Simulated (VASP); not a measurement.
Input of a VASP 6.6.1 run:

The input INCAR:

```
ALGO = Normal
EDIFF = 1E-6
ENCUT = 520
ISIF = 2
ISMEAR = 0
LASPH = True
LCHARG = False
LREAL = Auto
LWAVE = False
NBANDS = 59
NELECT = 88.0
NELM = 80
PREC = Accurate
SIGMA = 0.05
```

The input KPOINTS:

```
k-points
0
Gamma
  4 4 2
```

POSCAR

```
Si6O11
1.0
   -2.4333868794      4.2147497096      0.0000000000
    0.0000000000      0.0000000000      5.3651521237
    7.3001606382      4.2147497096      0.0000000000
Si O
6 11
Direct
    0.7676536602      0.3333333333      0.2323463398
    0.2676536602      0.3333333333      0.7323463398
    0.4646926795      0.6666666667      0.0000000000
    0.9646926795      0.6666666667      0.5000000000
    0.2676536602      0.0000000000      0.2676536602
    0.7676536602      0.0000000000      0.7676536602
    0.0706884960      0.2213245393      0.2055640003
    0.5706884960      0.2213245393      0.7055640003
    0.7730017524      0.5546578727      0.3618737519
    0.2730017524      0.5546578727      0.8618737519
    0.6563097516      0.8879912060      0.9325622479
    0.1581341007      0.7876814728      0.1623834507
    0.7730017524      0.7786754607      0.6381262481
    0.6563097516      0.4453421273      0.0674377521
    0.1563097516      0.4453421273      0.5674377521
    0.5706884960      0.1120087940      0.2944359997
    0.0706884960      0.1120087940      0.7944359997
```

Potentials or basis: VASP PAW LDA potentials, release 64 (Si, O).

Launch:

```console
$ cat potpaw_LDA.64/Si/POTCAR potpaw_LDA.64/O/POTCAR > POTCAR
$ mpirun -np 1 vasp_std > vasp.out
```

(1) What does it give for the largest force?

## Answers

(1) 4.888 eV/Å.

Caveat: the cell carries a net charge on a neutralising background, which shifts energy and pressure; the cell differs from its parent crystal (atoms taken out, atom 12 moved 0.125 of the way to it and -0.500 Å across, host rigid).
